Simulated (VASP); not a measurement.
# SiNi (WC type) (P-6m2) in VASP: a series of runs

The runs below take SiNi (WC type) through single point, relaxation of cell and atoms, with PBE.

Everything below comes from runs of VASP 6.6.1. Logs are shortened: lines on timing, memory, paths and dates and some standing lists are left out, and cuts for length are marked.

## 1. The cell of the first run

It takes space group P-6m2 (No. 187, hexagonal). The conventional cell has a = 2.488 Å, b = 2.488 Å, c = 3.510 Å, α = 90.00°, β = 90.00°, γ = 120.00°. Ni (site symmetry -6m2) has 6 Si at 2.27 Å and 6 Ni at 2.49 Å within 3.0 Å. Si (site symmetry -6m2) has 6 Ni at 2.27 Å and 6 Si at 2.49 Å within 3.0 Å.

## 2. Single point, PBE

File INCAR:

```
SYSTEM = SiNi
  ALGO = Normal
  EDIFF = 1E-6
  ENCUT = 520
  GGA = PE
  ISIF = 2
  ISMEAR = -1
  LASPH = .True.
  LCHARG = .False.
  LREAL = .False.
  LWAVE = .False.
  NBANDS = 14
  NELM = 80
  PREC = Accurate
  SIGMA = 0.08
```

File KPOINTS:

```
k-points
0
Gamma
  16 16 14
  0 0 0
```

File POSCAR:

```
SiNi
1.0
    2.4875289832      0.0000000000      0.0000000000
   -1.2437644916      2.1542632921      0.0000000000
    0.0000000000      0.0000000000      3.5096121413
Ni Si
1 1
Direct
    0.0000000000      0.0000000000      0.0000000000
    0.3333333333      0.6666666667      0.5000000000
```

Potentials or basis: VASP PAW PBE potentials, release 64 (Ni, Si).

On the command line:

```
$ cat potpaw_PBE.64/Ni/POTCAR potpaw_PBE.64/Si/POTCAR > POTCAR
$ mpirun -np 1 vasp_std > vasp.out
```

OUTCAR:

```text
SYSTEM = SiNi
   EDIFF = 1E-6
   ENCUT = 520
   GGA = PE
   ISIF = 2
   ISMEAR = -1
   LASPH = .True.
   LREAL = .False.
   NELM = 80
   PREC = Accurate

 ion  position               nearest neighbor table
   1  0.000  0.000  0.000-   2 2.27   2 2.27   2 2.27   2 2.27   2 2.27   2 2.27
   2  0.333  0.667  0.500-   1 2.27   1 2.27   1 2.27   1 2.27   1 2.27   1 2.27

  LATTYP: Found a hexagonal cell.
 ALAT       =     2.4875289832
 C/A-ratio  =     1.4108829143

  Lattice vectors:

 A1 = (   2.4875289832,   0.0000000000,   0.0000000000)
 A2 = (  -1.2437644916,   2.1542632921,   0.0000000000)
 A3 = (   0.0000000000,   0.0000000000,   3.5096121413)

Analysis of symmetry for initial positions (statically):
=====================================================================
 Subroutine PRICEL returns:
 Original cell was already a primitive cell.

 Routine SETGRP: Setting up the symmetry group for a
 hexagonal supercell.

 Subroutine GETGRP returns: Found 12 space group operations
 (whereof 12 operations were pure point group operations)
 out of a pool of 24 trial point group operations.

The static configuration has the point symmetry D_3h.

Analysis of symmetry for dynamics (positions and initial velocities):
=====================================================================
 Subroutine PRICEL returns:
 Original cell was already a primitive cell.

 Routine SETGRP: Setting up the symmetry group for a
 hexagonal supercell.

 Subroutine GETGRP returns: Found 12 space group operations
 (whereof 12 operations were pure point group operations)
 out of a pool of 24 trial point group operations.

The dynamic configuration has the point symmetry D_3h.

 Subroutine INISYM returns: Found 12 space group operations
 (whereof 12 operations are pure point group operations),
 and found     1 'primitive' translations

----------------------------------------------------------------------------------------

                                     Primitive cell

  volume of cell :      18.8073

  direct lattice vectors                    reciprocal lattice vectors
     2.487528983  0.000000000  0.000000000     0.402005366  0.232097906  0.000000000
    -1.243764492  2.154263292  0.000000000     0.000000000  0.464195813  0.000000000
     0.000000000  0.000000000  3.509612141     0.000000000  0.000000000  0.284931770

  length of vectors
     2.487528983  2.487528983  3.509612141     0.464195813  0.464195813  0.284931770

  position of ions in fractional coordinates (direct lattice)
     0.000000000  0.000000000  0.000000000
     0.333333333  0.666666667  0.500000000

  ion indices of the primitive-cell ions
   primitive index   ion index
                 1           1
                 2           2

----------------------------------------------------------------------------------------

 KPOINTS: k-points

Automatic generation of k-mesh.
 Grid dimensions read from file:
 generate k-points for:   16   16   14

 Generating k-lattice:

  Cartesian coordinates                     Fractional coordinates (reciprocal lattice)
     0.025125335  0.014506119  0.000000000     0.062500000  0.000000000  0.000000000
     0.000000000  0.029012238  0.000000000     0.000000000  0.062500000  0.000000000
     0.000000000  0.000000000  0.020352269     0.000000000  0.000000000  0.071428571

  Length of vectors
     0.029012238  0.029012238  0.020352269

  Shift w.r.t. Gamma in fractional coordinates (k-lattice)
     0.000000000  0.000000000  0.000000000

 Subroutine IBZKPT returns following result:
 ===========================================

 Found    240 irreducible k-points:

 Following reciprocal coordinates:
            Coordinates               Weight
  0.000000  0.000000  0.000000      1.000000
  0.062500  0.000000  0.000000      6.000000
  0.125000  0.000000  0.000000      6.000000
  0.187500  0.000000  0.000000      6.000000
  0.250000  0.000000  0.000000      6.000000
  0.312500  0.000000  0.000000      6.000000
[... 16 lines left out ...]
  0.187500  0.187500  0.000000      6.000000
  0.250000  0.187500  0.000000     12.000000
 [... further k-points ...]
   k-points           NKPTS =    240   k-points in BZ     NKDIM =    240   number of bands    NBANDS=     14
   number of dos      NEDOS =    301   number of ions     NIONS =      2
   total plane-waves  NPLWV =  11200
   dimension x,y,z NGX =    20 NGY =   20 NGZ =   28
   dimension x,y,z NGXF=    40 NGYF=   40 NGZF=   56
   ions per type =               1   1
   NGX,Y,Z   is equivalent  to a cutoff of  13.37, 13.37, 13.26 a.u.
   NGXF,Y,Z  is equivalent  to a cutoff of  26.73, 26.73, 26.53 a.u.
 SYSTEM =  SiNi
   PREC   = accura    normal or accurate (medium, high low for compatibility)
   ISTART =      0    job   : 0-new  1-cont  2-samecut
   ICHARG =      2    charge: 1-file 2-atom 10-const
   ISPIN  =      1    spin polarized calculation?
   LNONCOLLINEAR =      F non collinear calculations
   LSORBIT =      F    spin-orbit coupling
   LASPH  =      T    aspherical Exc in radial PAW
   ENCUT  =  520.0 eV  38.22 Ry    6.18 a.u.   4.63  4.63  6.53*2*pi/ulx,y,z
   NELM   =     80;   NELMIN=  2; NELMDL= -5     # of ELM steps
   EDIFF  = 0.1E-05   stopping-criterion for ELM
   LREAL  =      F    real-space projection
   EDIFFG = 0.1E-04   stopping-criterion for IOM
   NSW    =      0    number of steps for IOM
   IBRION =     -1    ionic relax: 0-MD 1-quasi-New 2-CG
   NFREE  =      0    steps in history (QN), initial steepest desc. (CG)
   ISIF   =      2    stress and relaxation
   ISYM   =      2    0-nonsym 1-usesym 2-fastsym
   POTIM  = 0.5000    time-step for ionic-motion
   TEBEG  =    0.0;   TEEND  =   0.0 temperature during run
   PSTRESS=    0.0 pullay stress
   NELECT =      14.0000    total number of electrons
   NUPDOWN=      -1.0000    fix difference up-down
   EMIN   =  10.00;   EMAX   =-10.00  energy-range for DOS
   EFERMI =   0.00;   METHOD = LEGACY
   ISMEAR =    -1;   SIGMA  =   0.08  broadening in eV -4-tet -1-fermi 0-gaus
   EFERMI_NEDOS =   21; number of points for ismear=-14 and -15
   IALGO  =     38    algorithm
   IMIX   =      4    mixing-type and parameters
     AMIX     =   0.40;   BMIX     =  1.00
     AMIX_MAG =   1.60;   BMIX_MAG =  1.00
  volume/ion in A,a.u.               =       9.40        63.46
  Fermi-wavevector in a.u.,A,eV,Ry     =   1.483687  2.803761 29.950855  2.201326
  Thomas-Fermi vector in A             =   2.597317
   LORBIT       =      0    0 simple, 1 ext, 2 COOP (PROOUT), +10 PAW based schemes
   GGA     = PE    functional components
   LHFCALC =     F    Hartree Fock is set to
   AEXX    =    0.0000 exact exchange contribution
   IVDW    =     0    specifies the selected vdW correction
   LEPSILON=     F    determine dielectric tensor
   LRPA    =     F    only Hartree local field effects (RPA)
 non-spin polarized calculation
  energy-cutoff  :      520.00
  volume of cell :       18.81
 maximum number of plane-waves:       523
 NGX is ok and might be reduce to    20
   NGX =  9   NGY =  9   NGZ = 13

 number of electron      14.0000005 magnetization

 Free energy of the ion-electron system (eV)
  ---------------------------------------------------
  ext. energy  EPLUGINS =         0.00000000
  ---------------------------------------------------
  free energy    TOTEN  =       -10.80345384 eV

  energy without entropy =      -10.79159487  energy(sigma->0) =      -10.79752435

 E-fermi :  14.9750     XC(G=0): -13.5680

 val. band max:       14.9734816940   @ k =   0.4375  -0.0000   0.5000
 cond. band min:      14.9812600229   @ k =   0.5000   0.0000   0.4286
 fundamental gap:      0.0077783289
 Fermi energy:        14.9749967756

 k-point     1 :       0.0000    0.0000    0.0000
  band No.  band energies     occupation
      1      -1.2262      2.00000
      2       8.8448      2.00000
      3      10.0646      2.00000
      4      11.7259      2.00000
      5      11.7259      2.00000
      6      12.4516      2.00000
      7      12.4516      2.00000
      8      16.9805      0.00000
      9      26.9292      0.00000
     10      26.9292      0.00000
     11      28.1002      0.00000
     12      28.1002      0.00000
     13      31.2587      0.00000
     14      34.7222      0.00000

 k-point     2 :       0.0625    0.0000    0.0000
  band No.  band energies     occupation
      1      -1.1020      2.00000
      2       8.9275      2.00000
      3       9.9922      2.00000
      4      11.6583      2.00000
      5      11.7871      2.00000
      6      12.4321      2.00000
      7      12.6175      2.00000
      8      17.0109      0.00000
      9      25.1973      0.00000
     10      25.8675      0.00000
     11      28.2404      0.00000
     12      29.3475      0.00000
     13      32.1742      0.00000
     14      34.0927      0.00000

 k-point     3 :       0.1250    0.0000    0.0000
  band No.  band energies     occupation
      1      -0.7315      2.00000
      2       9.1566      2.00000
      3       9.8237      2.00000
      4      11.4689      2.00000
      5      11.9652      2.00000
      6      12.3768      2.00000
      7      13.0651      2.00000
      8      17.0994      0.00000
      9      22.6170      0.00000
     10      24.5543      0.00000
     11      27.6612      0.00000
     12      31.2139      0.00000
     13      32.0496      0.00000
     14      33.6285      0.00000
[... 324 lines left out ...]
 k-point    23 :       0.1875    0.1875    0.0000
  band No.  band energies     occupation
      1       2.0189      2.00000
      2       9.4339      2.00000
      3       9.8924      2.00000
      4      10.4975      2.00000
      5      11.8050      2.00000
      6      12.9633      2.00000
      7      15.8255      0.00005
      8      16.5375      0.00000
      9      17.1197      0.00000
     10      19.4577      0.00000
     11      26.3358      0.00000
     12      29.2693      0.00000
     13      30.5963      0.00000
     14      31.2728      0.00000

 k-point    24 :       0.2500    0.1875    0.0000
  band No.  band energies     occupation
      1       3.1594      2.00000
      2       9.4495      2.00000
      3       9.6241      2.00000
      4      10.2261      2.00000
      5      11.5645      2.00000
      6      13.1286      2.00000
      7      15.3872      0.01150
      8      16.4807      0.00000
      9      16.8647      0.00000
     10      19.9701      0.00000
     11      24.9374      0.00000
     12      28.0233      0.00000
     13      29.1133      0.00000
     14      31.4863      0.00000

 [... further k-points ...]

------------------------ aborting loop because EDIFF is reached ----------------------------------------

  FORCE on cell =-STRESS in cart. coord.  units (eV):
  Direction    XX          YY          ZZ          XY          YZ          ZX
  --------------------------------------------------------------------------------------
  -------------------------------------------------------------------------------------
  Total        7.1334162      7.1334162      7.1802728      0.0000000     -0.0000000     -0.0000000
  in kB      607.6900044    607.6900044    611.6816760      0.0000000     -0.0000000     -0.0000000
  external PRESSURE =     609.0205616 kB  Pullay stress =       0.0000000 kB

 VOLUME and BASIS-vectors are now :
 -----------------------------------------------------------------------------
  energy-cutoff  :      520.00
  volume of cell :       18.81
      direct lattice vectors                 reciprocal lattice vectors
     2.487528983  0.000000000  0.000000000     0.402005366  0.232097906  0.000000000
    -1.243764492  2.154263292  0.000000000     0.000000000  0.464195813  0.000000000
     0.000000000  0.000000000  3.509612141     0.000000000  0.000000000  0.284931770

 POSITION                                       TOTAL-FORCE (eV/Angst)
 -----------------------------------------------------------------------------------
      0.00000      0.00000      0.00000        -0.000000      0.000000      0.000000
     -0.00000      1.43618      1.75481         0.000000     -0.000000      0.000000
 -----------------------------------------------------------------------------------
    total drift:                                0.000000     -0.000000      0.000000

  FREE ENERGIE OF THE ION-ELECTRON SYSTEM (eV)
  ---------------------------------------------------
  free  energy   TOTEN  =       -10.8034538358 eV

  energy  without entropy=      -10.7915948708  energy(sigma->0) =      -10.79752435
```

It took 81 s on 1 thread of Intel Xeon Platinum 8259CL at 2.50GHz (Skylake/Cascade Lake), shared host; peak memory 0.18 GiB.

Results:

```
Free energy            : -10.8035 eV
Pressure               : 60.9 GPa
Band gap on the k mesh : zero (band 7 reaches 15.86 eV, above the bottom of band 8 at 14.42 eV)
```

Levels at points of the mesh, in eV from the Fermi level:
```
           k point  band 5  band 6  band 7  band 8  band 9  band 10
(0.00, 0.00, 0.00)   -3.25   -2.52   -2.52    2.01   11.95    11.95
(0.50, 0.00, 0.00)   -3.02   -1.31   -0.47    2.76    4.88     5.45
(0.00, 0.00, 0.50)   -3.22   -2.68   -2.68    8.96   12.79    12.79
(0.50, 0.00, 0.50)   -3.41   -3.34   -1.31   -0.22    2.35     7.98
```

Spin polarisation is off, so any magnetic state and its effect on volume and gap are missing.

(Part 1 of 2 ends here.)
